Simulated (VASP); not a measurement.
# MgO (Fm-3m) in VASP: notebook

Runs on MgO. Level: PBE. Tasks: single point.

Program: VASP 6.6.1. These are calculated values, not measurements. Logs are shortened: lines on timing, memory, paths and dates and some standing lists are left out, and cuts for length are marked.

### Step 1. The cell of the first run

Symmetry: Fm-3m, No. 225, cubic system. Conventional cell: a = 4.096 Å, b = 4.096 Å, c = 4.096 Å, α = 90.00°, β = 90.00°, γ = 90.00°. Within 2.7 Å of Mg (site symmetry m-3m) lie 6 O at 2.05 Å. O (site symmetry m-3m) has 6 Mg at 2.05 Å within 2.7 Å.

### Step 2. Single point, PBE

INCAR

```
SYSTEM = MgO
  PREC = Accurate
  ENCUT = 600
  EDIFF = 1E-6
  ISMEAR = 0
  SIGMA = 0.01
  LREAL = .FALSE.
  LASPH = .TRUE.
  NELM = 120
  ALGO = Normal
  ISIF = 2
  LWAVE = .FALSE.
  LCHARG = .TRUE.
  GGA = PE
  LELF = .TRUE.
  LVHAR = .TRUE.
  NBANDS = 11
  GGA_COMPAT = .FALSE.
```

KPOINTS

```
Automatic mesh
0
G
  4 4 4
  0 0 0
```

POSCAR

```
MgO
1.0
    0.0000000000      2.0477857736      2.0477857736
    2.0477857736      0.0000000000      2.0477857736
    2.0477857736      2.0477857736      0.0000000000
Mg O
1 1
Direct
    0.0000000000      0.0000000000      0.0000000000
    0.5000000000      0.5000000000      0.5000000000
```

Potentials or basis: VASP PAW PBE potentials, release 64 (Mg, O).

Started as:

```
cat potpaw_PBE.64/Mg/POTCAR potpaw_PBE.64/O/POTCAR > POTCAR
mpirun -np 1 vasp_std > vasp.out
```

OUTCAR:

```text
SYSTEM = MgO
   PREC = Accurate
   ENCUT = 600
   EDIFF = 1E-6
   ISMEAR = 0
   LREAL = .FALSE.
   LASPH = .TRUE.
   NELM = 120
   ISIF = 2
   GGA = PE

 ion  position               nearest neighbor table
   1  0.000  0.000  0.000-   2 2.05   2 2.05   2 2.05   2 2.05   2 2.05   2 2.05
   2  0.500  0.500  0.500-   1 2.05   1 2.05   1 2.05   1 2.05   1 2.05   1 2.05

  LATTYP: Found a face centered cubic cell.
 ALAT       =     4.0955715472

  Lattice vectors:

 A1 = (   0.0000000000,   2.0477857736,   2.0477857736)
 A2 = (   2.0477857736,   0.0000000000,   2.0477857736)
 A3 = (   2.0477857736,   2.0477857736,   0.0000000000)

Analysis of symmetry for initial positions (statically):
=====================================================================
 Subroutine PRICEL returns:
 Original cell was already a primitive cell.

 Routine SETGRP: Setting up the symmetry group for a
 face centered cubic supercell.

 Subroutine GETGRP returns: Found 48 space group operations
 (whereof 48 operations were pure point group operations)
 out of a pool of 48 trial point group operations.

The static configuration has the point symmetry O_h .

Analysis of symmetry for dynamics (positions and initial velocities):
=====================================================================
 Subroutine PRICEL returns:
 Original cell was already a primitive cell.

 Routine SETGRP: Setting up the symmetry group for a
 face centered cubic supercell.

 Subroutine GETGRP returns: Found 48 space group operations
 (whereof 48 operations were pure point group operations)
 out of a pool of 48 trial point group operations.

The dynamic configuration has the point symmetry O_h .

 Subroutine INISYM returns: Found 48 space group operations
 (whereof 48 operations are pure point group operations),
 and found     1 'primitive' translations

----------------------------------------------------------------------------------------

                                     Primitive cell

  volume of cell :      17.1745

  direct lattice vectors                    reciprocal lattice vectors
     0.000000000  2.047785774  2.047785774    -0.244166165  0.244166165  0.244166165
     2.047785774  0.000000000  2.047785774     0.244166165 -0.244166165  0.244166165
     2.047785774  2.047785774  0.000000000     0.244166165  0.244166165 -0.244166165

  length of vectors
     2.896006414  2.896006414  2.896006414     0.422908204  0.422908204  0.422908204

  position of ions in fractional coordinates (direct lattice)
     0.000000000  0.000000000  0.000000000
     0.500000000  0.500000000  0.500000000

  ion indices of the primitive-cell ions
   primitive index   ion index
                 1           1
                 2           2

----------------------------------------------------------------------------------------

 KPOINTS: Automatic mesh

Automatic generation of k-mesh.
 Grid dimensions read from file:
 generate k-points for:    4    4    4

 Generating k-lattice:

  Cartesian coordinates                     Fractional coordinates (reciprocal lattice)
    -0.061041541  0.061041541  0.061041541     0.250000000  0.000000000  0.000000000
     0.061041541 -0.061041541  0.061041541     0.000000000  0.250000000  0.000000000
     0.061041541  0.061041541 -0.061041541     0.000000000  0.000000000  0.250000000

  Length of vectors
     0.105727051  0.105727051  0.105727051

  Shift w.r.t. Gamma in fractional coordinates (k-lattice)
     0.000000000  0.000000000  0.000000000

 Subroutine IBZKPT returns following result:
 ===========================================

 Found      8 irreducible k-points:

 Following reciprocal coordinates:
            Coordinates               Weight
  0.000000  0.000000  0.000000      1.000000
  0.250000  0.000000  0.000000      8.000000
  0.500000  0.000000  0.000000      4.000000
  0.250000  0.250000  0.000000      6.000000
  0.500000  0.250000  0.000000     24.000000
 -0.250000  0.250000  0.000000     12.000000
  0.500000  0.500000  0.000000      3.000000
 -0.250000  0.500000  0.250000      6.000000
   k-points           NKPTS =      8   k-points in BZ     NKDIM =      8   number of bands    NBANDS=     11
   number of dos      NEDOS =    301   number of ions     NIONS =      2
   total plane-waves  NPLWV =  13824
   dimension x,y,z NGX =    24 NGY =   24 NGZ =   24
   dimension x,y,z NGXF=    48 NGYF=   48 NGZF=   48
   ions per type =               1   1
   NGX,Y,Z   is equivalent  to a cutoff of  13.78, 13.78, 13.78 a.u.
   NGXF,Y,Z  is equivalent  to a cutoff of  27.55, 27.55, 27.55 a.u.
 SYSTEM =  MgO
   PREC   = accura    normal or accurate (medium, high low for compatibility)
   ISTART =      0    job   : 0-new  1-cont  2-samecut
   ICHARG =      2    charge: 1-file 2-atom 10-const
   ISPIN  =      1    spin polarized calculation?
   LNONCOLLINEAR =      F non collinear calculations
   LSORBIT =      F    spin-orbit coupling
   LASPH  =      T    aspherical Exc in radial PAW
   ENCUT  =  600.0 eV  44.10 Ry    6.64 a.u.   5.78  5.78  5.78*2*pi/ulx,y,z
   NELM   =    120;   NELMIN=  2; NELMDL= -5     # of ELM steps
   EDIFF  = 0.1E-05   stopping-criterion for ELM
   LREAL  =      F    real-space projection
   EDIFFG = 0.1E-04   stopping-criterion for IOM
   NSW    =      0    number of steps for IOM
   IBRION =     -1    ionic relax: 0-MD 1-quasi-New 2-CG
   NFREE  =      0    steps in history (QN), initial steepest desc. (CG)
   ISIF   =      2    stress and relaxation
   ISYM   =      2    0-nonsym 1-usesym 2-fastsym
   POTIM  = 0.5000    time-step for ionic-motion
   TEBEG  =    0.0;   TEEND  =   0.0 temperature during run
   PSTRESS=    0.0 pullay stress
   NELECT =       8.0000    total number of electrons
   NUPDOWN=      -1.0000    fix difference up-down
   EMIN   =  10.00;   EMAX   =-10.00  energy-range for DOS
   EFERMI =   0.00;   METHOD = LEGACY
   ISMEAR =     0;   SIGMA  =   0.01  broadening in eV -4-tet -1-fermi 0-gaus
   EFERMI_NEDOS =   21; number of points for ismear=-14 and -15
   IALGO  =     38    algorithm
   IMIX   =      4    mixing-type and parameters
     AMIX     =   0.40;   BMIX     =  1.00
     AMIX_MAG =   1.60;   BMIX_MAG =  1.00
  volume/ion in A,a.u.               =       8.59        57.95
  Fermi-wavevector in a.u.,A,eV,Ry     =   1.269045  2.398147 21.911841  1.610475
  Thomas-Fermi vector in A             =   2.402107
   LORBIT       =      0    0 simple, 1 ext, 2 COOP (PROOUT), +10 PAW based schemes
   GGA     = PE    functional components
   LHFCALC =     F    Hartree Fock is set to
   AEXX    =    0.0000 exact exchange contribution
   IVDW    =     0    specifies the selected vdW correction
   LEPSILON=     F    determine dielectric tensor
   LRPA    =     F    only Hartree local field effects (RPA)
 non-spin polarized calculation
 Gauss-broadening in eV      SIGMA  =   0.01
  energy-cutoff  :      600.00
  volume of cell :       17.17
 maximum number of plane-waves:       588
   NGX = 11   NGY = 11   NGZ = 11

 number of electron       7.9999997 magnetization

 Free energy of the ion-electron system (eV)
  ---------------------------------------------------
  ext. energy  EPLUGINS =         0.00000000
  ---------------------------------------------------
  free energy    TOTEN  =       -11.78337776 eV

  energy without entropy =      -11.78337776  energy(sigma->0) =      -11.78337776

 E-fermi :   4.0163     XC(G=0): -11.4811

 val. band max:        3.8619211729   @ k =   0.0000   0.0000   0.0000
 cond. band min:       9.4453547290   @ k =   0.0000   0.0000   0.0000
 fundamental gap:      5.5834335561
 Fermi energy:         4.0163490888

 k-point     1 :       0.0000    0.0000    0.0000
  band No.  band energies     occupation
      1     -13.8576      2.00000
      2       3.8619      2.00000
      3       3.8619      2.00000
      4       3.8619      2.00000
      5       9.4454      0.00000
      6      20.1250      0.00000
      7      20.1250      0.00000
      8      20.1250      0.00000
      9      24.2708      0.00000
     10      26.1448      0.00000
     11      26.1448      0.00000

 k-point     2 :       0.2500    0.0000    0.0000
  band No.  band energies     occupation
      1     -13.1757      2.00000
      2       1.0351      2.00000
      3       3.4669      2.00000
      4       3.4669      2.00000
      5      11.7456      0.00000
      6      16.9752      0.00000
      7      21.2018      0.00000
      8      21.2018      0.00000
      9      24.9321      0.00000
     10      24.9321      0.00000
     11      27.2741      0.00000

 k-point     3 :       0.5000    0.0000    0.0000
  band No.  band energies     occupation
      1     -12.3472      2.00000
      2      -1.1441      2.00000
      3       3.1068      2.00000
      4       3.1068      2.00000
      5      12.2984      0.00000
      6      17.4419      0.00000
      7      21.0465      0.00000
      8      21.0465      0.00000
      9      26.0585      0.00000
     10      27.4401      0.00000
     11      27.4401      0.00000

 k-point     4 :       0.2500    0.2500    0.0000
  band No.  band energies     occupation
      1     -12.9891      2.00000
      2       1.0544      2.00000
      3       3.0510      2.00000
      4       3.0510      2.00000
      5      12.8288      0.00000
      6      15.2214      0.00000
      7      20.3274      0.00000
      8      22.2323      0.00000
      9      22.2323      0.00000
     10      28.1323      0.00000
     11      32.7397      0.00000

 k-point     5 :       0.5000    0.2500    0.0000
  band No.  band energies     occupation
      1     -12.2170      2.00000
      2      -0.2773      2.00000
      3       1.7524      2.00000
      4       2.7304      2.00000
      5      14.1069      0.00000
      6      16.1972      0.00000
      7      18.0548      0.00000
      8      22.5877      0.00000
      9      23.7813      0.00000
     10      29.4630      0.00000
     11      32.0853      0.00000

 k-point     6 :      -0.2500    0.2500    0.0000
  band No.  band energies     occupation
      1     -12.4418      2.00000
      2       0.0933      2.00000
      3       1.6608      2.00000
      4       3.1108      2.00000
      5      14.1344      0.00000
      6      16.1847      0.00000
      7      18.9075      0.00000
      8      22.4514      0.00000
      9      24.5496      0.00000
     10      25.9165      0.00000
     11      31.1538      0.00000

 k-point     7 :       0.5000    0.5000    0.0000
  band No.  band energies     occupation
      1     -12.0599      2.00000
      2      -0.5833      2.00000
      3       2.3904      2.00000
      4       2.3904      2.00000
      5      13.0580      0.00000
      6      14.7704      0.00000
      7      17.8807      0.00000
      8      24.1514      0.00000
      9      24.1514      0.00000
     10      30.8455      0.00000
     11      31.8136      0.00000

 k-point     8 :      -0.2500    0.5000    0.2500
  band No.  band energies     occupation
      1     -11.9913      2.00000
      2       0.6276      2.00000
      3       0.6276      2.00000
      4       1.9288      2.00000
      5      16.0820      0.00000
      6      16.0820      0.00000
      7      17.0799      0.00000
      8      20.5216      0.00000
      9      26.9880      0.00000
     10      26.9880      0.00000
     11      31.6300      0.00000

------------------------ aborting loop because EDIFF is reached ----------------------------------------

  FORCE on cell =-STRESS in cart. coord.  units (eV):
  Direction    XX          YY          ZZ          XY          YZ          ZX
  --------------------------------------------------------------------------------------
  -------------------------------------------------------------------------------------
  Total        2.1949108      2.1949108      2.1949108      0.0000000      0.0000000      0.0000000
  in kB      204.7594199    204.7594199    204.7594199      0.0000000      0.0000000      0.0000000
  external PRESSURE =     204.7594199 kB  Pullay stress =       0.0000000 kB

 VOLUME and BASIS-vectors are now :
 -----------------------------------------------------------------------------
  energy-cutoff  :      600.00
  volume of cell :       17.17
      direct lattice vectors                 reciprocal lattice vectors
     0.000000000  2.047785774  2.047785774    -0.244166165  0.244166165  0.244166165
     2.047785774  0.000000000  2.047785774     0.244166165 -0.244166165  0.244166165
     2.047785774  2.047785774  0.000000000     0.244166165  0.244166165 -0.244166165

 POSITION                                       TOTAL-FORCE (eV/Angst)
 -----------------------------------------------------------------------------------
      0.00000      0.00000      0.00000         0.000000      0.000000     -0.000000
      2.04779      2.04779      2.04779        -0.000000     -0.000000      0.000000
 -----------------------------------------------------------------------------------
    total drift:                               -0.000000     -0.000000      0.000000

  FREE ENERGIE OF THE ION-ELECTRON SYSTEM (eV)
  ---------------------------------------------------
  free  energy   TOTEN  =       -11.7833777559 eV

  energy  without entropy=      -11.7833777559  energy(sigma->0) =      -11.78337776
```

Run time: 3.5 s. Hardware: 1 thread of Intel Xeon 6975P-C (Granite Rapids), shared host; peak memory 0.13 GiB.

Results:

| Item | Value |
| --- | --- |
| Free energy | -11.7834 eV |
| Pressure | 20.5 GPa |
| Band gap on the k mesh | 5.58 eV, direct |

Caveat: the k points lie up to 0.66 Å⁻¹ apart. As with any semilocal functional, this PBE gap is likely too small.

[end of part 1 of 2]
